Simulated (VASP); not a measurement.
# NbNiTe3 (Pm-3m) in VASP: further runs

The runs below take NbNiTe3 through single point, relaxation of cell and atoms, with PBE.

Everything below comes from runs of VASP 6.6.1. Logs are shortened: lines on timing, memory, paths and dates and some standing lists are left out, and cuts for length are marked.

## Step 1: The cell of the first run

Symmetry: Pm-3m, No. 221, cubic system. Conventional cell: a = 5.387 Å, b = 5.387 Å, c = 5.387 Å, α = 90.00°, β = 90.00°, γ = 90.00°. Within 3.6 Å of Nb (site symmetry m-3m) lie 6 Te at 2.69 Å. Ni (site symmetry m-3m) has 12 Te at 3.81 Å and 8 Nb at 4.67 Å within 5.0 Å. Within 3.6 Å of Te (site symmetry 4/mmm) lie 2 Nb at 2.69 Å.

## Step 2: Single point, PBE, collinear spin, ferromagnetic start

INCAR reads:

```
  ALGO = Normal
  EDIFF = 1E-7
  ENCUT = 520
  GGA = PE
  ISIF = 2
  ISMEAR = 0
  ISPIN = 2
  LASPH = T
  LCHARG = F
  LMAXMIX = 4
  LORBIT = 11
  LREAL = F
  LWAVE = F
  MAGMOM = 0 0.88 0 0 0
  NBANDS = 32
  NELM = 150
  PREC = Accurate
  SIGMA = 0.1
```

KPOINTS reads:

```
k-points
0
Gamma
  4 4 4
```

POSCAR reads:

```
NbNiTe3
1.0
    5.3874773332      0.0000000000      0.0000000000
    0.0000000000      5.3874773332      0.0000000000
    0.0000000000      0.0000000000      5.3874773332
Nb Ni Te
1 1 3
Direct
    0.5000000000      0.5000000000      0.5000000000
    0.0000000000      0.0000000000      0.0000000000
    0.0000000000      0.5000000000      0.5000000000
    0.5000000000      0.0000000000      0.5000000000
    0.5000000000      0.5000000000      0.0000000000
```

Potentials or basis: VASP PAW PBE potentials, release 64 (Nb_sv, Ni, Te).

Command:

```
> cat potpaw_PBE.64/Nb_sv/POTCAR potpaw_PBE.64/Ni/POTCAR potpaw_PBE.64/Te/POTCAR > POTCAR
> mpirun -np 1 vasp_std > vasp.out
```

OUTCAR:

```text
EDIFF = 1E-7
   ENCUT = 520
   GGA = PE
   ISIF = 2
   ISMEAR = 0
   ISPIN = 2
   LASPH = T
   LORBIT = 11
   LREAL = F
   NELM = 150
   PREC = Accurate

 ion  position               nearest neighbor table
   1  0.500  0.500  0.500-   3 2.69   4 2.69   5 2.69   5 2.69   4 2.69   3 2.69
   2  0.000  0.000  0.000-
   3  0.000  0.500  0.500-   1 2.69   1 2.69
   4  0.500  0.000  0.500-   1 2.69   1 2.69
   5  0.500  0.500  0.000-   1 2.69   1 2.69

  LATTYP: Found a simple cubic cell.
 ALAT       =     5.3874773332

  Lattice vectors:

 A1 = (   5.3874773332,   0.0000000000,   0.0000000000)
 A2 = (   0.0000000000,   5.3874773332,   0.0000000000)
 A3 = (   0.0000000000,   0.0000000000,   5.3874773332)

Analysis of symmetry for initial positions (statically):
=====================================================================
 Subroutine PRICEL returns:
 Original cell was already a primitive cell.

 Routine SETGRP: Setting up the symmetry group for a
 simple cubic supercell.

 Subroutine GETGRP returns: Found 48 space group operations
 (whereof 48 operations were pure point group operations)
 out of a pool of 48 trial point group operations.

The static configuration has the point symmetry O_h .

Analysis of symmetry for dynamics (positions and initial velocities):
=====================================================================
 Subroutine PRICEL returns:
 Original cell was already a primitive cell.

 Routine SETGRP: Setting up the symmetry group for a
 simple cubic supercell.

 Subroutine GETGRP returns: Found 48 space group operations
 (whereof 48 operations were pure point group operations)
 out of a pool of 48 trial point group operations.

The dynamic configuration has the point symmetry O_h .

Analysis of structural, dynamic, and magnetic symmetry:
=====================================================================
 Subroutine PRICEL returns:
 Original cell was already a primitive cell.

 Routine SETGRP: Setting up the symmetry group for a
 simple cubic supercell.

 Subroutine GETGRP returns: Found 48 space group operations
 (whereof 48 operations were pure point group operations)
 out of a pool of 48 trial point group operations.

The overall configuration has the point symmetry O_h .

 Subroutine INISYM returns: Found 48 space group operations
 (whereof 48 operations are pure point group operations),
 and found     1 'primitive' translations

----------------------------------------------------------------------------------------

                                     Primitive cell

  volume of cell :     156.3711

  direct lattice vectors                    reciprocal lattice vectors
     5.387477333  0.000000000  0.000000000     0.185615630  0.000000000  0.000000000
     0.000000000  5.387477333  0.000000000     0.000000000  0.185615630  0.000000000
     0.000000000  0.000000000  5.387477333     0.000000000  0.000000000  0.185615630

  length of vectors
     5.387477333  5.387477333  5.387477333     0.185615630  0.185615630  0.185615630

  position of ions in fractional coordinates (direct lattice)
     0.500000000  0.500000000  0.500000000
     0.000000000  0.000000000  0.000000000
     0.000000000  0.500000000  0.500000000
     0.500000000  0.000000000  0.500000000
     0.500000000  0.500000000  0.000000000

  ion indices of the primitive-cell ions
   primitive index   ion index
                 1           1
                 2           2
                 3           3
                 4           4
                 5           5

----------------------------------------------------------------------------------------

 KPOINTS: k-points

Automatic generation of k-mesh.
 Grid dimensions read from file:
 generate k-points for:    4    4    4

 Generating k-lattice:

  Cartesian coordinates                     Fractional coordinates (reciprocal lattice)
     0.046403908  0.000000000  0.000000000     0.250000000  0.000000000  0.000000000
     0.000000000  0.046403908  0.000000000     0.000000000  0.250000000  0.000000000
     0.000000000  0.000000000  0.046403908     0.000000000  0.000000000  0.250000000

  Length of vectors
     0.046403908  0.046403908  0.046403908

  Shift w.r.t. Gamma in fractional coordinates (k-lattice)
     0.000000000  0.000000000  0.000000000

 Subroutine IBZKPT returns following result:
 ===========================================

 Found     10 irreducible k-points:

 Following reciprocal coordinates:
            Coordinates               Weight
  0.000000  0.000000  0.000000      1.000000
  0.250000  0.000000  0.000000      6.000000
  0.500000  0.000000  0.000000      3.000000
  0.250000  0.250000  0.000000     12.000000
  0.500000  0.250000  0.000000     12.000000
  0.500000  0.500000  0.000000      3.000000
  0.250000  0.250000  0.250000      8.000000
  0.500000  0.250000  0.250000     12.000000
  0.500000  0.500000  0.250000      6.000000
  0.500000  0.500000  0.500000      1.000000
   k-points           NKPTS =     10   k-points in BZ     NKDIM =     10   number of bands    NBANDS=     32
   number of dos      NEDOS =    301   number of ions     NIONS =      5
   total plane-waves  NPLWV =  64000
   dimension x,y,z NGX =    40 NGY =   40 NGZ =   40
   dimension x,y,z NGXF=    80 NGYF=   80 NGZF=   80
   ions per type =               1   1   3
   NGX,Y,Z   is equivalent  to a cutoff of  12.34, 12.34, 12.34 a.u.
   NGXF,Y,Z  is equivalent  to a cutoff of  24.69, 24.69, 24.69 a.u.
 SYSTEM =  unknown system
   PREC   = accura    normal or accurate (medium, high low for compatibility)
   ISTART =      0    job   : 0-new  1-cont  2-samecut
   ICHARG =      2    charge: 1-file 2-atom 10-const
   ISPIN  =      2    spin polarized calculation?
   LNONCOLLINEAR =      F non collinear calculations
   LSORBIT =      F    spin-orbit coupling
   LASPH  =      T    aspherical Exc in radial PAW
   ENCUT  =  520.0 eV  38.22 Ry    6.18 a.u.  10.02 10.02 10.02*2*pi/ulx,y,z
   NELM   =    150;   NELMIN=  2; NELMDL= -5     # of ELM steps
   EDIFF  = 0.1E-06   stopping-criterion for ELM
   LREAL  =      F    real-space projection
   EDIFFG = 0.1E-05   stopping-criterion for IOM
   NSW    =      0    number of steps for IOM
   IBRION =     -1    ionic relax: 0-MD 1-quasi-New 2-CG
   NFREE  =      0    steps in history (QN), initial steepest desc. (CG)
   ISIF   =      2    stress and relaxation
   ISYM   =      2    0-nonsym 1-usesym 2-fastsym
   POTIM  = 0.5000    time-step for ionic-motion
   TEBEG  =    0.0;   TEEND  =   0.0 temperature during run
   PSTRESS=    0.0 pullay stress
   NELECT =      41.0000    total number of electrons
   NUPDOWN=      -1.0000    fix difference up-down
   EMIN   =  10.00;   EMAX   =-10.00  energy-range for DOS
   EFERMI =   0.00;   METHOD = LEGACY
   ISMEAR =     0;   SIGMA  =   0.10  broadening in eV -4-tet -1-fermi 0-gaus
   EFERMI_NEDOS =   21; number of points for ismear=-14 and -15
   IALGO  =     38    algorithm
   IMIX   =      4    mixing-type and parameters
     AMIX     =   0.40;   BMIX     =  1.00
     AMIX_MAG =   1.60;   BMIX_MAG =  1.00
  volume/ion in A,a.u.               =      31.27       211.05
  Fermi-wavevector in a.u.,A,eV,Ry     =   1.047814  1.980080 14.938015  1.097913
  Thomas-Fermi vector in A             =   2.182709
   LORBIT       =     11    0 simple, 1 ext, 2 COOP (PROOUT), +10 PAW based schemes
   GGA     = PE    functional components
   LHFCALC =     F    Hartree Fock is set to
   AEXX    =    0.0000 exact exchange contribution
   IVDW    =     0    specifies the selected vdW correction
   LEPSILON=     F    determine dielectric tensor
   LRPA    =     F    only Hartree local field effects (RPA)
 spin polarized calculation
 Gauss-broadening in eV      SIGMA  =   0.10
  energy-cutoff  :      520.00
  volume of cell :      156.37
 maximum number of plane-waves:      4224
   NGX = 21   NGY = 21   NGZ = 21

 number of electron      40.9999997 magnetization       1.4038622

 Free energy of the ion-electron system (eV)
  ---------------------------------------------------
  ext. energy  EPLUGINS =         0.00000000
  ---------------------------------------------------
  free energy    TOTEN  =       -21.46704802 eV

  energy without entropy =      -21.41906080  energy(sigma->0) =      -21.44305441

 E-fermi :   4.9955     XC(G=0):  -9.1111

 val. band max:        4.9642332276   @ k =   0.5000   0.5000   0.5000
 cond. band min:       5.0296401741   @ k =   0.0000   0.0000   0.0000
 fundamental gap:      0.0654069465
 Fermi energy:         4.9955109491

 spin component 1

 k-point     1 :       0.0000    0.0000    0.0000
  band No.  band energies     occupation
      1     -50.5076      1.00000
      2     -26.6226      1.00000
      3     -26.6226      1.00000
      4     -26.6226      1.00000
      5      -7.0902      1.00000
      6      -5.6128      1.00000
[... 339 lines left out ...]
     31      11.8283      0.00000
     32      11.8283      0.00000
 Fermi energy:         4.9955109491

 spin component 2

 k-point     1 :       0.0000    0.0000    0.0000
  band No.  band energies     occupation
      1     -50.5615      1.00000
      2     -26.6843      1.00000
      3     -26.6843      1.00000
      4     -26.6843      1.00000
      5      -6.9920      1.00000
      6      -5.5046      1.00000
[... 339 lines left out ...]
     31      11.9349      0.00000
     32      11.9349      0.00000

------------------------ aborting loop because EDIFF is reached ----------------------------------------

  FORCE on cell =-STRESS in cart. coord.  units (eV):
  Direction    XX          YY          ZZ          XY          YZ          ZX
  --------------------------------------------------------------------------------------
  -------------------------------------------------------------------------------------
  Total        0.1762055      0.1762055      0.1762055     -0.0000000     -0.0000000     -0.0000000
  in kB        1.8054010      1.8054010      1.8054010     -0.0000000     -0.0000000     -0.0000000
  external PRESSURE =       1.8054010 kB  Pullay stress =       0.0000000 kB

 VOLUME and BASIS-vectors are now :
 -----------------------------------------------------------------------------
  energy-cutoff  :      520.00
  volume of cell :      156.37
      direct lattice vectors                 reciprocal lattice vectors
     5.387477333  0.000000000  0.000000000     0.185615630  0.000000000  0.000000000
     0.000000000  5.387477333  0.000000000     0.000000000  0.185615630  0.000000000
     0.000000000  0.000000000  5.387477333     0.000000000  0.000000000  0.185615630

 POSITION                                       TOTAL-FORCE (eV/Angst)
 -----------------------------------------------------------------------------------
      2.69374      2.69374      2.69374         0.000000      0.000000      0.000000
      0.00000      0.00000      0.00000         0.000000      0.000000      0.000000
      0.00000      2.69374      2.69374         0.000000      0.000000      0.000000
      2.69374      0.00000      2.69374         0.000000      0.000000      0.000000
      2.69374      2.69374      0.00000         0.000000      0.000000      0.000000
 -----------------------------------------------------------------------------------
    total drift:                                0.000000      0.000000     -0.000000

  FREE ENERGIE OF THE ION-ELECTRON SYSTEM (eV)
  ---------------------------------------------------
  free  energy   TOTEN  =       -21.4670480173 eV

  energy  without entropy=      -21.4190608026  energy(sigma->0) =      -21.44305441

 total charge

# of ion       s       p       d       tot
------------------------------------------
    1        2.154   6.012   2.480  10.646
    2        0.264   0.037   8.395   8.696
    3        1.384   1.968   0.036   3.388
    4        1.384   1.968   0.036   3.388
    5        1.384   1.968   0.036   3.388
--------------------------------------------------
tot          6.571  11.953  10.983  29.507

 magnetization (x)

# of ion       s       p       d       tot
------------------------------------------
    1       -0.002   0.000  -0.079  -0.081
    2        0.006   0.001   1.000   1.007
    3        0.004   0.099  -0.000   0.102
    4        0.004   0.099  -0.000   0.102
    5        0.004   0.099  -0.000   0.102
--------------------------------------------------
tot          0.015   0.298   0.919   1.233
```

Wall time 13 min (1 thread of Intel Xeon Platinum 8124M at 3.00GHz (Skylake/Cascade Lake), shared host); peak memory 0.35 GiB.

Results:

```
Free energy                                           : -21.4670 eV
Pressure                                              : 0.2 GPa
Net moment                                            : 1.40 μB per cell
Site moments                                          : Nb -0.08; Ni +1.01; Te +0.10 μB
Valence electrons inside the program's atomic spheres : Nb 10.65; Ni 8.70; Te 3.39
```

Caveat: spin-orbit coupling is left out, which moves the levels of the heavy elements; a cell with one magnetic atom can't hold antiferromagnetic order, which such compounds often take.

## Step 3: Relaxation of cell and atoms, PBE, collinear spin, ferromagnetic start

This run uses another cell than the first one, of 23.56 Å³/atom.

INCAR reads:

```
SYSTEM = NbNiTe3
PREC = Accurate
ENCUT = 600
EDIFF = 1E-7
ISMEAR = 0
SIGMA = 0.1
LREAL = .FALSE.
LASPH = .TRUE.
NELM = 150
ALGO = Normal
ISIF = 3
LWAVE = .FALSE.
LCHARG = .FALSE.
ISPIN = 2
MAGMOM = 0 0.88 0 0 0
LORBIT = 11
LMAXMIX = 4
GGA = PE
IBRION = 2
NSW = 90
EDIFFG = -0.04
```

KPOINTS reads:

```
Automatic mesh
0
G
  4 4 4
  0 0 0
```

Changes to POSCAR since step 2:

```diff
@@ -2,5 +2,5 @@
 1.0
-    5.3874773332      0.0000000000      0.0000000000
-    0.0000000000      5.3874773332      0.0000000000
-    0.0000000000      0.0000000000      5.3874773332
+    4.9021363501      0.0000000000      0.0000000000
+    0.0000000000      4.9021363501      0.0000000000
+    0.0000000000      0.0000000000      4.9021363501
 Nb Ni Te
```

Potentials or basis: VASP PAW PBE potentials, release 64 (Nb_sv, Ni, Te).

Command:

```
> cat potpaw_PBE.64/Nb_sv/POTCAR potpaw_PBE.64/Ni/POTCAR potpaw_PBE.64/Te/POTCAR > POTCAR
> mpirun -np 1 vasp_std > vasp.out
```

Run time: 13 min. Hardware: 1 thread of Intel Xeon Platinum 8124M at 3.00GHz (Skylake/Cascade Lake), shared host; peak memory 0.34 GiB.

It converged, with:

| Quantity | Value |
| --- | --- |
| Free energy | -21.3421 eV |
| Relaxed volume | 31.26 Å³/atom |
| Relaxed cell | a = 5.387 Å, b = 5.387 Å, c = 5.387 Å, α = 90.00°, β = 90.00°, γ = 90.00° |
| Space group after relaxing (to 0.1 Å) | Pm-3m (No. 221) |
| Energy gained by relaxing | 488.5 meV/atom |
| Ionic steps | 4 |
| Pressure after relaxing | -0.1 GPa |
| Net moment | -0.06 μB per cell |
| Valence electrons inside the program's atomic spheres | Nb 10.65; Ni 8.74; Te 3.38 |

Step by step:
| step | energy change (eV) | largest force (eV/Å) | pressure (GPa) | volume (Å³) |
| --- | --- | --- | --- | --- |
| 1 | 0.0000 | 0.0000 | 27.26 | 117.80 |
| 2 | -1.3202 | 0.0000 | -7.06 | 200.23 |
| 3 | -2.4413 | 0.0000 | -0.38 | 157.16 |
| 4 | -2.4427 | 0.0000 | -0.11 | 156.29 |

Final structure:
```
CELL_PARAMETERS angstrom
5.38660 0.00000 0.00000
0.00000 5.38660 0.00000
0.00000 0.00000 5.38660
ATOMIC_POSITIONS crystal
Nb 0.50000 0.50000 0.50000
Ni 0.00000 0.00000 0.00000
Te 0.00000 0.50000 0.50000
Te 0.50000 0.00000 0.50000
Te 0.50000 0.50000 0.00000
```

Levels at points of the mesh, in eV from the Fermi level:
Spin up:
| k point | band 19 | band 20 | band 21 | band 22 | band 23 | band 24 |
| --- | --- | --- | --- | --- | --- | --- |
| (0.00, 0.00, 0.00) | -0.34 | -0.21 | -0.21 | -0.21 | -0.06 | -0.06 |
| (0.50, 0.00, 0.00) | -0.29 | -0.15 | 0.15 | 0.15 | 1.08 | 1.47 |
| (0.50, 0.50, 0.00) | -0.19 | -0.19 | 0.28 | 0.79 | 1.63 | 1.63 |
| (0.50, 0.50, 0.50) | -0.26 | 0.73 | 0.73 | 1.23 | 1.23 | 1.23 |
Spin down:
```tsv
k point	band 18	band 19	band 20	band 21	band 22	band 23
(0.00, 0.00, 0.00)	-0.34	-0.34	-0.34	-0.31	-0.31	-0.06
(0.50, 0.00, 0.00)	-0.43	-0.23	0.02	0.06	0.06	1.46
(0.50, 0.50, 0.00)	-0.33	-0.31	-0.26	0.28	0.80	1.61
(0.50, 0.50, 0.50)	-0.22	-0.22	0.72	0.72	1.22	1.22
```

Caveat: the volume moved by over 15 % at a fixed basis, so the end points are rough; the highest band is partly filled, so the run has too few bands; the moments typed at the start vanished in this run; spin-orbit coupling is left out, which moves the levels of the heavy elements.
